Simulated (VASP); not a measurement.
A run of VASP 6.6.1 is set up as follows.

INCAR

```
SYSTEM = P
ALGO = Normal
EDIFF = 1E-7
EDIFFG = -0.01
ENCUT = 600
GGA = PE
IBRION = 2
ISIF = 3
ISMEAR = -1
IVDW = 12
LASPH = .True.
LCHARG = .False.
LREAL = .False.
LWAVE = .False.
NELM = 80
NSW = 60
PREC = Accurate
SIGMA = 0.05
```

KPOINTS

```
k-points
0
Gamma
  11 11 11
  0 0 0
```

Contents of POSCAR:

```
P
1.0
   -1.6915100431      2.5151650373      1.8589441358
    1.6915100431     -2.5151650373      1.8589441358
    1.6915100431      2.5151650373     -1.8589441358
P
2
Direct
    0.6966908900      0.9466908900      0.7500000000
    0.3033091100      0.0533091100      0.2500000000
```

Potentials or basis: VASP PAW PBE potentials, release 64 (P).

Run with:

```console
$ cat potpaw_PBE.64/P/POTCAR > POTCAR
$ mpirun -np 1 vasp_std > vasp.out
```

Problem. Predict the space group after relaxing (to 0.1 Å).

Solution. Imma (No. 74).

Problem. Estimate the relaxed volume.

Solution. 14.13 Å³/atom.

The path:
```tsv
step	energy change (eV)	largest force (eV/Å)	pressure (GPa)	volume (Å³)
1	0.0000	0.3198	-2.17	31.63
2	-0.0171	0.2409	-0.35	30.67
3	-0.0203	0.2091	0.99	30.04
4	-0.0298	0.0307	-0.34	29.91
5	-0.0305	0.0904	-0.86	29.86
6	-0.0325	0.0527	0.38	29.38
7	-0.0326	0.0247	0.13	29.47
8	-0.0329	0.0240	-0.04	29.44
9	-0.0329	0.0239	-0.02	29.45
10	-0.0330	0.0118	-0.11	29.43
11	-0.0330	0.0079	-0.25	29.40
12	-0.0330	0.0062	-0.21	29.37
13	-0.0331	0.0005	-0.09	29.29
14	-0.0332	0.0145	0.13	29.13
15	-0.0332	0.0210	0.20	29.07
16	-0.0332	0.0226	0.20	29.05
17	-0.0333	0.0269	0.21	28.99
18	-0.0336	0.0339	0.25	28.85
19	-0.0340	0.0414	0.48	28.59
20	-0.0338	0.0590	1.25	28.07
21	-0.0341	0.0494	0.67	28.44
22	-0.0342	0.0485	0.67	28.41
23	-0.0344	0.0460	0.68	28.32
24	-0.0347	0.0360	0.82	28.13
25	-0.0349	0.0276	0.69	28.15
26	-0.0352	0.0016	0.30	28.21
27	-0.0349	0.0519	-0.45	28.32
28	-0.0353	0.0134	0.08	28.24
29	-0.0353	0.0118	0.08	28.24
30	-0.0353	0.0068	0.06	28.25
```
